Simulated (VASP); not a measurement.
# Ni (Fm-3m) in VASP: notebook, part 2 of 2

VASP 6.6.1. The steps go on from the part before.

## 4. Single point, PBEsol, collinear spin, ferromagnetic start (volume scaled by 0.68)

INCAR

```
ALGO     = Normal         # electronic algorithm
EDIFF    = 1E-6           # SCF threshold, eV
ENCUT    = 520            # plane-wave cutoff, eV
GGA      = PS             # functional
ISIF     = 2              # what is computed and relaxed
ISMEAR   = -1             # smearing method
ISPIN    = 2              # spin polarisation
LASPH    = T              # aspherical terms in the spheres
LCHARG   = T              # write CHGCAR
LELF     = T              # ELF
LMAXMIX  = 4              # l up to which the mixer works
LORBIT   = 11             # projections on sites
LREAL    = F              # projectors in reciprocal space
LVHAR    = T            
LWAVE    = F              # write WAVECAR
MAGMOM   = 1              # initial moments
NBANDS   = 15             # bands
NELM     = 150            # most SCF steps
PREC     = Accurate       # precision mode
SIGMA    = 0.05           # smearing width, eV
```

KPOINTS

```
k-points
0
Gamma
  19 19 19
```

POSCAR

```
Ni
1.0
    0.0000000000      1.5227724276      1.5227724276
    1.5227724276      0.0000000000      1.5227724276
    1.5227724276      1.5227724276      0.0000000000
Ni
1
Direct
    0.0000000000      0.0000000000      0.0000000000
```

Potentials or basis: VASP PAW PBE potentials, release 64 (Ni).

The run is started by

```console
> cat potpaw_PBE.64/Ni/POTCAR > POTCAR
> mpirun -np 1 vasp_std > vasp.out
```

OUTCAR:

```text
EDIFF = 1E-6
   ENCUT = 520
   GGA = PS
   ISIF = 2
   ISMEAR = -1
   ISPIN = 2
   LASPH = T
   LORBIT = 11
   LREAL = F
   NELM = 150
   PREC = Accurate

 ion  position               nearest neighbor table
   1  0.000  0.000  0.000-

  LATTYP: Found a face centered cubic cell.
 ALAT       =     3.0455448552

  Lattice vectors:

 A1 = (   0.0000000000,   1.5227724276,   1.5227724276)
 A2 = (   1.5227724276,   0.0000000000,   1.5227724276)
 A3 = (   1.5227724276,   1.5227724276,   0.0000000000)

Analysis of symmetry for initial positions (statically):
=====================================================================
 Subroutine PRICEL returns:
 Original cell was already a primitive cell.

 Routine SETGRP: Setting up the symmetry group for a
 face centered cubic supercell.

 Subroutine GETGRP returns: Found 48 space group operations
 (whereof 48 operations were pure point group operations)
 out of a pool of 48 trial point group operations.

The static configuration has the point symmetry O_h .

Analysis of symmetry for dynamics (positions and initial velocities):
=====================================================================
 Subroutine PRICEL returns:
 Original cell was already a primitive cell.

 Routine SETGRP: Setting up the symmetry group for a
 face centered cubic supercell.

 Subroutine GETGRP returns: Found 48 space group operations
 (whereof 48 operations were pure point group operations)
 out of a pool of 48 trial point group operations.

The dynamic configuration has the point symmetry O_h .

Analysis of structural, dynamic, and magnetic symmetry:
=====================================================================
 Subroutine PRICEL returns:
 Original cell was already a primitive cell.

 Routine SETGRP: Setting up the symmetry group for a
 face centered cubic supercell.

 Subroutine GETGRP returns: Found 48 space group operations
 (whereof 48 operations were pure point group operations)
 out of a pool of 48 trial point group operations.

The overall configuration has the point symmetry O_h .

 Subroutine INISYM returns: Found 48 space group operations
 (whereof 48 operations are pure point group operations),
 and found     1 'primitive' translations

----------------------------------------------------------------------------------------

                                     Primitive cell

  volume of cell :       7.0621

  direct lattice vectors                    reciprocal lattice vectors
     0.000000000  1.522772428  1.522772428    -0.328348472  0.328348472  0.328348472
     1.522772428  0.000000000  1.522772428     0.328348472 -0.328348472  0.328348472
     1.522772428  1.522772428  0.000000000     0.328348472  0.328348472 -0.328348472

  length of vectors
     2.153525420  2.153525420  2.153525420     0.568716236  0.568716236  0.568716236

  position of ions in fractional coordinates (direct lattice)
     0.000000000  0.000000000  0.000000000

  ion indices of the primitive-cell ions
   primitive index   ion index
                 1           1

----------------------------------------------------------------------------------------

 KPOINTS: k-points

Automatic generation of k-mesh.
[... 73 lines left out ...]
   ISYM   =      2    0-nonsym 1-usesym 2-fastsym
   POTIM  = 0.5000    time-step for ionic-motion
   TEBEG  =    0.0;   TEEND  =   0.0 temperature during run
   PSTRESS=    0.0 pullay stress
   NELECT =      10.0000    total number of electrons
   NUPDOWN=      -1.0000    fix difference up-down
   EMIN   =  10.00;   EMAX   =-10.00  energy-range for DOS
   EFERMI =   0.00;   METHOD = LEGACY
   ISMEAR =    -1;   SIGMA  =   0.05  broadening in eV -4-tet -1-fermi 0-gaus
   EFERMI_NEDOS =   21; number of points for ismear=-14 and -15
   IALGO  =     38    algorithm
   IMIX   =      4    mixing-type and parameters
     AMIX     =   0.40;   BMIX     =  1.00
     AMIX_MAG =   1.60;   BMIX_MAG =  1.00
  volume/ion in A,a.u.               =       7.06        47.66
  Fermi-wavevector in a.u.,A,eV,Ry     =   1.838357  3.473991 45.981652  3.379556
  Thomas-Fermi vector in A             =   2.891138
   LORBIT       =     11    0 simple, 1 ext, 2 COOP (PROOUT), +10 PAW based schemes
   GGA     = PS    functional components
   LHFCALC =     F    Hartree Fock is set to
   AEXX    =    0.0000 exact exchange contribution
   IVDW    =     0    specifies the selected vdW correction
   LEPSILON=     F    determine dielectric tensor
   LRPA    =     F    only Hartree local field effects (RPA)
 spin polarized calculation
  energy-cutoff  :      520.00
  volume of cell :        7.06
 maximum number of plane-waves:       200
   NGX =  9   NGY =  9   NGZ =  9

 number of electron      10.0000000 magnetization       1.0000000

 number of electron       9.9999990 magnetization       0.5109539

 Free energy of the ion-electron system (eV)
  ---------------------------------------------------
  ext. energy  EPLUGINS =         0.00000000
  ---------------------------------------------------
  free energy    TOTEN  =        -4.55767172 eV

  energy without entropy =       -4.54897101  energy(sigma->0) =       -4.55332137

 E-fermi :  16.9693     XC(G=0): -16.2109

 val. band max:       16.9672634313   @ k =  -0.4211   0.0526   0.0000
 cond. band min:      16.9738387463   @ k =  -0.4211   0.2105   0.0000
 fundamental gap:      0.0065753150
 Fermi energy:        16.9692545044

 spin component 1

 k-point     1 :       0.0000    0.0000    0.0000
  band No.  band energies     occupation
      1       4.4780      1.00000
      2      13.0360      1.00000
      3      13.0360      1.00000
      4      13.0360      1.00000
      5      15.2067      1.00000
      6      15.2067      1.00000
      7      44.0229      0.00000
      8      51.5027      0.00000
      9      51.5027      0.00000
     10      51.5027      0.00000
     11      57.5673      0.00000
     12      57.5673      0.00000
     13      57.5673      0.00000
     14      57.9573      0.00000
[... 403 lines left out ...]
      4      13.4403      1.00000
      5      15.2476      1.00000
      6      15.8823      1.00000
      7      34.8640      0.00000
      8      43.6978      0.00000
      9      48.9881      0.00000
     10      52.8870      0.00000
     11      54.6307      0.00000
     12      55.3172      0.00000
     13      60.2389      0.00000
     14      61.3466      0.00000
     15      66.6088      0.00000

 [... further k-points ...]

 spin component 2

 k-point     1 :       0.0000    0.0000    0.0000
  band No.  band energies     occupation
      1       4.5070      1.00000
      2      13.6254      1.00000
      3      13.6254      1.00000
      4      13.6254      1.00000
      5      15.7109      1.00000
      6      15.7109      1.00000
      7      43.9914      0.00000
      8      51.5064      0.00000
      9      51.5064      0.00000
     10      51.5064      0.00000
     11      57.7212      0.00000
     12      57.7212      0.00000
     13      57.7212      0.00000
     14      58.0229      0.00000
[... 403 lines left out ...]
      4      13.9780      1.00000
      5      15.8092      1.00000
      6      16.4484      0.99997
      7      35.0756      0.00000
      8      43.7136      0.00000
      9      49.0902      0.00000
     10      52.9883      0.00000
     11      54.7401      0.00000
     12      55.3839      0.00000
     13      60.5384      0.00000
     14      62.3767      0.00000
     15      66.7715      0.00000

 [... further k-points ...]

------------------------ aborting loop because EDIFF is reached ----------------------------------------

  FORCE on cell =-STRESS in cart. coord.  units (eV):
  Direction    XX          YY          ZZ          XY          YZ          ZX
  --------------------------------------------------------------------------------------
  -------------------------------------------------------------------------------------
  Total        9.7884119      9.7884119      9.7884119      0.0000000      0.0000000     -0.0000000
  in kB     2220.6893391   2220.6893391   2220.6893391      0.0000000      0.0000000     -0.0000000
  external PRESSURE =    2220.6893391 kB  Pullay stress =       0.0000000 kB

 VOLUME and BASIS-vectors are now :
 -----------------------------------------------------------------------------
  energy-cutoff  :      520.00
  volume of cell :        7.06
      direct lattice vectors                 reciprocal lattice vectors
     0.000000000  1.522772428  1.522772428    -0.328348472  0.328348472  0.328348472
     1.522772428  0.000000000  1.522772428     0.328348472 -0.328348472  0.328348472
     1.522772428  1.522772428  0.000000000     0.328348472  0.328348472 -0.328348472

 POSITION                                       TOTAL-FORCE (eV/Angst)
 -----------------------------------------------------------------------------------
      0.00000      0.00000      0.00000         0.000000      0.000000      0.000000
 -----------------------------------------------------------------------------------
    total drift:                                0.000000     -0.000000     -0.000000

  FREE ENERGIE OF THE ION-ELECTRON SYSTEM (eV)
  ---------------------------------------------------
  free  energy   TOTEN  =        -4.5576717229 eV

  energy  without entropy=       -4.5489710118  energy(sigma->0) =       -4.55332137

 total charge

# of ion       s       p       d       tot
------------------------------------------
    1        0.750   1.045   8.726  10.521

 magnetization (x)

# of ion       s       p       d       tot
------------------------------------------
    1       -0.006  -0.023   0.517   0.488
```

Run time: 18 s. Hardware: 1 thread of Intel Xeon 6975P-C (Granite Rapids), shared host; peak memory 0.14 GiB.

Results:

```
Free energy  : -4.5577 eV
Pressure     : 222.1 GPa
Net moment   : 0.51 μB per cell
Site moments : Ni +0.49 μB
```

Levels at points of the mesh, in eV from the Fermi level:
Spin up:
```
           k point  band 3  band 4  band 5  band 6  band 7  band 8
(0.00, 0.00, 0.00)   -3.93   -3.93   -1.76   -1.76   27.05   34.53
```
Spin down:
| k point | band 3 | band 4 | band 5 | band 6 | band 7 | band 8 |
| --- | --- | --- | --- | --- | --- | --- |
| (0.00, 0.00, 0.00) | -3.34 | -3.34 | -1.26 | -1.26 | 27.02 | 34.54 |

Caveat: the PAW data sets were made with another functional, which shifts forces and pressure a little.

## 5. Single point, PBEsol, collinear spin, ferromagnetic start (volume scaled by 0.68)

INCAR

```
SYSTEM = Ni
ALGO = Normal
EDIFF = 1E-6
ENCUT = 520
GGA = PS
ISIF = 2
ISMEAR = -1
ISPIN = 2
LASPH = .True.
LCHARG = .False.
LMAXMIX = 4
LORBIT = 11
LREAL = .False.
LWAVE = .False.
MAGMOM = 1
NBANDS = 15
NELM = 150
PREC = Accurate
SIGMA = 0.05
```

KPOINTS

```
k-points
0
Gamma
  19 19 19
  0 0 0
```

POSCAR is that of step 4.

The run is started by

```console
> cat potpaw_PBE.64/Ni/POTCAR > POTCAR
> mpirun -np 1 vasp_std > vasp.out
```

Run time: 16 s. Hardware: 1 thread of Intel Xeon 6975P-C (Granite Rapids), shared host; peak memory 0.14 GiB.

Results (log left out):

* Free energy: -4.5577 eV
* Pressure: 222.1 GPa
* Net moment: 0.51 μB per cell
* Site moments: Ni +0.49 μB

Levels at points of the mesh, in eV from the Fermi level:
Spin up:
| k point | band 3 | band 4 | band 5 | band 6 | band 7 | band 8 |
| --- | --- | --- | --- | --- | --- | --- |
| (0.00, 0.00, 0.00) | -3.93 | -3.93 | -1.76 | -1.76 | 27.05 | 34.53 |
Spin down:
| k point | band 1 | band 2 | band 3 | band 4 | band 5 | band 6 | band 7 | band 8 | band 9 | band 10 |
| --- | --- | --- | --- | --- | --- | --- | --- | --- | --- | --- |
| (0.00, 0.00, 0.00) | -12.46 | -3.34 | -3.34 | -3.34 | -1.26 | -1.26 | 27.02 | 34.54 | 34.54 | 34.54 |

Caveat: the PAW data sets were made with another functional, which shifts forces and pressure a little.
